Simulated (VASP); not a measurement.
# Al32H (a cell with a defect) in VASP: a series of runs, part 4 of 4

VASP 6.6.1. Earlier steps stand in the parts before.

## Step 7: Single point, PBE

INCAR reads:

```
SYSTEM = Al32H
  PREC = Accurate
  ENCUT = 520
  EDIFF = 1E-6
  ISMEAR = -1
  SIGMA = 0.05
  LREAL = Auto
  LASPH = .True.
  NELM = 80
  ALGO = Normal
  ISIF = 2
  LWAVE = .False.
  LCHARG = .True.
  GGA = PE
  LELF = .True.
  LVHAR = .True.
  NBANDS = 70
```

KPOINTS reads:

```
Automatic mesh
0
Gamma
  2 2 2
  0 0 0
```

POSCAR reads:

```
Al32H
1.0
    8.0997000000      0.0000000000      0.0000000000
    0.0000000000      8.0997000000      0.0000000000
    0.0000000000      0.0000000000      8.0997000000
Al H
32 1
Direct
    0.4797832018     -0.0103337161      0.0075681815
    0.7279775794      0.2357618183      0.0158771313
    0.7408175611     -0.0042717632      0.2575897873
   -0.0277047298      0.0108399077     -0.0067656827
    0.2721458819      0.2292060200     -0.0061854143
    0.5009074410      0.4698692544      0.0008518834
    0.7520401990      0.7584478437      0.0116300604
    0.2528982555      0.0019383434      0.2480215317
    0.5089818141      0.2291813277      0.2614047434
    0.7791399681      0.5109201575      0.2472931096
    0.4955739101      0.0228526982      0.4979567144
    0.7497067793      0.2598244379      0.4863266541
    0.7445460943      0.0168771683      0.7326567651
    0.0427052854      0.4963023322      0.0226921985
    0.2533056780      0.7410891761     -0.0019630357
    0.0115930220      0.2504784128      0.2484289542
    0.2564292505      0.4954998333      0.2563551736
    0.5198217218      0.7333604948      0.2483301851
    0.0118893292     -0.0014568441      0.5161672655
    0.2267614850      0.2282059829      0.4970184081
    0.4802893934      0.4899811104      0.5000679037
    0.7332246873      0.7548674642      0.5025865155
    0.2618245120      0.0107287924      0.7473116288
    0.4978455992      0.2519599491      0.7330888798
    0.7106189118      0.5143153450      0.7398051780
   -0.0030001111      0.7890415694      0.2496018371
   -0.0195933183      0.4881291900      0.4998209810
    0.2523797178      0.7567317308      0.4888823043
    0.0169265528      0.2314530168      0.7594725731
    0.2649110461      0.5040680519      0.7400397546
    0.5105003889      0.7899057990      0.7423731743
   -0.0042100325      0.7430028273      0.7578922676
   -0.0351124116      0.5388471178      0.6986678519
```

Potentials or basis: VASP PAW PBE potentials, release 64 (Al, H).

Launch:

```bash
> cat potpaw_PBE.64/Al/POTCAR potpaw_PBE.64/H/POTCAR > POTCAR
> mpirun -np 1 vasp_std > vasp.out
```

OUTCAR:

```text
SYSTEM = Al32H
   PREC = Accurate
   ENCUT = 520
   EDIFF = 1E-6
   ISMEAR = -1
   LREAL = Auto
   LASPH = .True.
   NELM = 80
   ISIF = 2
   GGA = PE

 ion  position               nearest neighbor table
   1  0.480  0.990  0.008-   5 2.57   8 2.68  31 2.70  15 2.72  23 2.75   2 2.83   9 2.84  18 2.87
                             7 2.89   3 2.93  24 3.08  13 3.10
   2  0.728  0.236  0.016-   6 2.64   9 2.67   4 2.70   3 2.76   1 2.83  13 2.90  10 2.94  24 2.96
                            16 2.97  29 3.13  25 3.18  14 3.31
   3  0.741  0.996  0.258-   9 2.67  26 2.67   2 2.76   7 2.77  18 2.78  22 2.78  11 2.79  12 2.83
                             4 2.85   1 2.93  16 3.01  19 3.03
   4  0.972  0.011  0.993-  29 2.63   2 2.70   7 2.72  26 2.75  13 2.80   3 2.85  16 2.85  32 2.89
                             5 3.00   8 3.07  23 3.08  15 3.16
   5  0.272  0.229  0.994-   1 2.57  23 2.67   6 2.69   8 2.77  24 2.80  29 2.81  14 2.86   9 2.89
                            16 2.96   4 3.00  30 3.03  17 3.03
   6  0.501  0.470  0.001-   2 2.64   5 2.69  25 2.74  24 2.80  30 2.86  17 2.87   9 2.87  18 2.93
                            15 2.97  10 3.03   7 3.10  31 3.33
   7  0.752  0.758  0.012-  18 2.69   4 2.72   3 2.77  10 2.78  26 2.78  32 2.85   1 2.89  31 2.94
                            25 2.98  13 3.08   6 3.10  14 3.17
   8  0.253  0.002  0.248-   1 2.68  26 2.70  20 2.73   5 2.77   9 2.78  28 2.78  16 2.81  11 2.83
                            19 2.92  15 2.93  18 3.07   4 3.07
   9  0.509  0.229  0.261-  11 2.54   3 2.67   2 2.67  12 2.68   8 2.78   1 2.84  21 2.87   6 2.87
[... 21 lines left out ...]
  20  0.227  0.228  0.497-  19 2.55  16 2.67  23 2.70  29 2.72   8 2.73  11 2.74  27 2.90  24 2.92
                            17 2.92  21 2.95   9 2.98  30 2.99
  21  0.480  0.490  0.500-  30 2.61  17 2.68  25 2.70  24 2.70  28 2.84  18 2.85  12 2.87   9 2.87
                            20 2.95  22 2.97  31 3.13  10 3.17
  22  0.733  0.755  0.503-  31 2.67  18 2.69  25 2.74   3 2.78  13 2.83  10 2.88  11 2.90  27 2.95
                            21 2.97  32 2.97  26 2.97  19 3.00
  23  0.262  0.011  0.747-   5 2.67  29 2.67  31 2.69  20 2.70  24 2.74   1 2.75  19 2.76  11 2.77
                            28 2.94  15 2.98  32 3.06   4 3.08
  24  0.498  0.252  0.733-  11 2.66  21 2.70  23 2.74  25 2.74  13 2.76  30 2.78   6 2.80   5 2.80
                            12 2.86  20 2.92   2 2.96   1 3.08
  25  0.711  0.514  0.740-  33 2.10  21 2.70   6 2.74  24 2.74  22 2.74  31 2.76  12 2.93  27 2.93
                            32 2.96   7 2.98   2 3.18
  26  0.997  0.789  0.250-   3 2.67   8 2.70  19 2.75   4 2.75   7 2.78  28 2.85  10 2.86  15 2.93
                            22 2.97  14 3.02  27 3.17  17 3.17
  27  0.980  0.488  0.500-  33 1.67  10 2.62  12 2.63  16 2.81  20 2.90  25 2.93  32 2.94  22 2.95
                            29 2.97  17 2.98  30 3.02  28 3.10  26 3.17
  28  0.252  0.757  0.489-  19 2.77   8 2.78  17 2.83  21 2.84  26 2.85  30 2.89  18 2.92  11 2.92
                            23 2.94  31 2.94  32 3.01  27 3.10
  29  0.017  0.231  0.759-   4 2.63  23 2.67  20 2.72  19 2.73   5 2.81  13 2.82  27 2.97  30 2.99
                            14 3.03  12 3.10   2 3.13
  30  0.265  0.504  0.740-  21 2.61  24 2.78  15 2.84   6 2.86  28 2.89  14 2.91  32 2.92  29 2.99
                            20 2.99  27 3.02   5 3.03  31 3.05
  31  0.511  0.790  0.742-  13 2.64  22 2.67  23 2.69   1 2.70  11 2.74  25 2.76   7 2.94  28 2.94
                            15 2.96  30 3.05  21 3.13   6 3.33
  32  0.996  0.743  0.758-  33 1.74  15 2.85  19 2.85   7 2.85   4 2.89  30 2.92  27 2.94  14 2.96
                            25 2.96  22 2.97  28 3.01  13 3.02  23 3.06
  33  0.965  0.539  0.699-  27 1.67  32 1.74  25 2.10

  LATTYP: Found a simple cubic cell.
 ALAT       =     8.0997000000

  Lattice vectors:

 A1 = (   8.0997000000,   0.0000000000,   0.0000000000)
 A2 = (   0.0000000000,   8.0997000000,   0.0000000000)
 A3 = (   0.0000000000,   0.0000000000,   8.0997000000)

Analysis of symmetry for initial positions (statically):
=====================================================================
 Subroutine PRICEL returns:
 Original cell was already a primitive cell.

 Routine SETGRP: Setting up the symmetry group for a
[... 158 lines left out ...]
   ICHARG =      2    charge: 1-file 2-atom 10-const
   ISPIN  =      1    spin polarized calculation?
   LNONCOLLINEAR =      F non collinear calculations
   LSORBIT =      F    spin-orbit coupling
   LASPH  =      T    aspherical Exc in radial PAW
   ENCUT  =  520.0 eV  38.22 Ry    6.18 a.u.  15.06 15.06 15.06*2*pi/ulx,y,z
   NELM   =     80;   NELMIN=  2; NELMDL= -5     # of ELM steps
   EDIFF  = 0.1E-05   stopping-criterion for ELM
   LREAL  =      T    real-space projection
   EDIFFG = 0.1E-04   stopping-criterion for IOM
   NSW    =      0    number of steps for IOM
   IBRION =     -1    ionic relax: 0-MD 1-quasi-New 2-CG
   NFREE  =      0    steps in history (QN), initial steepest desc. (CG)
   ISIF   =      2    stress and relaxation
   ISYM   =      2    0-nonsym 1-usesym 2-fastsym
   POTIM  = 0.5000    time-step for ionic-motion
   TEBEG  =    0.0;   TEEND  =   0.0 temperature during run
   PSTRESS=    0.0 pullay stress
   NELECT =      97.0000    total number of electrons
   NUPDOWN=      -1.0000    fix difference up-down
   EMIN   =  10.00;   EMAX   =-10.00  energy-range for DOS
   EFERMI =   0.00;   METHOD = LEGACY
   ISMEAR =    -1;   SIGMA  =   0.05  broadening in eV -4-tet -1-fermi 0-gaus
   EFERMI_NEDOS =   21; number of points for ismear=-14 and -15
   IALGO  =     38    algorithm
   IMIX   =      4    mixing-type and parameters
     AMIX     =   0.40;   BMIX     =  1.00
     AMIX_MAG =   1.60;   BMIX_MAG =  1.00
  volume/ion in A,a.u.               =      16.10       108.66
  Fermi-wavevector in a.u.,A,eV,Ry     =   0.928674  1.754939 11.734138  0.862435
  Thomas-Fermi vector in A             =   2.054875
   LORBIT       =      0    0 simple, 1 ext, 2 COOP (PROOUT), +10 PAW based schemes
   GGA     = PE    functional components
   LHFCALC =     F    Hartree Fock is set to
   AEXX    =    0.0000 exact exchange contribution
   IVDW    =     0    specifies the selected vdW correction
   LEPSILON=     F    determine dielectric tensor
   LRPA    =     F    only Hartree local field effects (RPA)
 non-spin polarized calculation
  energy-cutoff  :      520.00
  volume of cell :      531.38
 maximum number of plane-waves:     14400
   NGX = 31   NGY = 31   NGZ = 31

 number of electron      97.0000000 magnetization

 Free energy of the ion-electron system (eV)
  ---------------------------------------------------
  ext. energy  EPLUGINS =         0.00000000
  ---------------------------------------------------
  free energy    TOTEN  =      -120.09555106 eV

  energy without entropy =     -119.96022485  energy(sigma->0) =     -120.02788796

 E-fermi :   7.6267     XC(G=0): -10.1774

 val. band max:        7.5714830219   @ k =   0.0000   0.5000   0.5000
 cond. band min:       7.6332871315   @ k =   0.5000   0.0000   0.0000
 fundamental gap:      0.0618041096
 Fermi energy:         7.6267156130

 k-point     1 :       0.0000    0.0000    0.0000
  band No.  band energies     occupation
      1      -3.3114      2.00000
      2      -1.6535      2.00000
      3      -1.1679      2.00000
      4      -1.0647      2.00000
      5      -0.9849      2.00000
      6      -0.9577      2.00000
[... 493 lines left out ...]
     59      10.9379      0.00000
     60      10.9517      0.00000
 [bands above 60 left out]

------------------------ aborting loop because EDIFF is reached ----------------------------------------

  FORCE on cell =-STRESS in cart. coord.  units (eV):
  Direction    XX          YY          ZZ          XY          YZ          ZX
  --------------------------------------------------------------------------------------
  -------------------------------------------------------------------------------------
  Total        8.9233738      9.3843135     12.4249949      0.0522478     -0.7115915      0.7765316
  in kB       26.9049919     28.2947780     37.4627797      0.1575332     -2.1455298      2.3413316
  external PRESSURE =      30.8875165 kB  Pullay stress =       0.0000000 kB

 VOLUME and BASIS-vectors are now :
 -----------------------------------------------------------------------------
  energy-cutoff  :      520.00
  volume of cell :      531.38
      direct lattice vectors                 reciprocal lattice vectors
     8.099700000  0.000000000  0.000000000     0.123461363  0.000000000  0.000000000
     0.000000000  8.099700000  0.000000000     0.000000000  0.123461363  0.000000000
     0.000000000  0.000000000  8.099700000     0.000000000  0.000000000  0.123461363

 POSITION                                       TOTAL-FORCE (eV/Angst)
 -----------------------------------------------------------------------------------
      3.88610      8.01600      0.06130         0.935082     -0.284881     -0.018491
      5.89640      1.90960      0.12860         0.523929      0.151672     -0.444992
      6.00040      8.06510      2.08640         0.223200      0.276579      0.126910
      7.87530      0.08780      8.04490         0.750341     -0.154867      0.296435
      2.20430      1.85650      8.04960        -0.751774      0.576907      0.369599
      4.05720      3.80580      0.00690        -0.061372      0.854164      0.272603
[... 25 lines left out ...]
      8.06560      6.01810      6.13870         0.109516      0.723957      0.105647
      7.81530      4.36450      5.65900        -0.173344     -0.200132      0.781918
 -----------------------------------------------------------------------------------
    total drift:                                0.009656      0.016557      0.014585

  FREE ENERGIE OF THE ION-ELECTRON SYSTEM (eV)
  ---------------------------------------------------
  free  energy   TOTEN  =      -120.0955510617 eV

  energy  without entropy=     -119.9602248527  energy(sigma->0) =     -120.02788796
```

Run time: 6.4 min. Hardware: 1 thread of Intel Xeon 6975P-C, shared host; peak memory 0.56 GiB.

What came out:

```
Free energy   : -120.0956 eV
Pressure      : 3.1 GPa
Largest force : 1.441 eV/Å
```

Forces on the atoms (eV/Å):
```
Al   0.935 -0.285 -0.018
Al   0.524  0.152 -0.445
Al   0.223  0.277  0.127
Al   0.750 -0.155  0.296
Al  -0.752  0.577  0.370
Al  -0.061  0.854  0.273
Al  -0.086 -0.397 -0.728
Al  -0.039 -0.195 -0.096
Al  -0.592  1.048 -0.444
Al  -0.600 -0.189 -0.316
Al  -0.070 -0.966  0.063
Al   0.033 -0.289  0.364
Al   0.376  0.143  0.332
Al  -0.935 -0.124 -0.698
Al   0.227  0.302  0.064
Al  -0.383 -0.436 -0.260
Al   0.274 -0.013  0.249
Al  -0.765  0.075 -0.072
Al  -0.958 -0.472 -0.272
Al   0.837  1.172 -0.044
Al   0.481  0.102 -0.587
Al   0.442  0.008 -0.227
Al  -0.300 -0.768  0.131
Al   0.170 -0.078  0.434
Al   0.475 -0.105  0.314
Al   0.265 -0.831  0.142
Al   0.945  0.286 -0.584
Al   0.057 -0.218  0.244
Al  -0.533  0.824 -0.050
Al  -0.336  0.072  0.266
Al  -0.541 -0.896  0.286
Al   0.110  0.724  0.106
H   -0.173 -0.200  0.782
```

Caveat: the k points lie up to 0.39 Å⁻¹ apart.
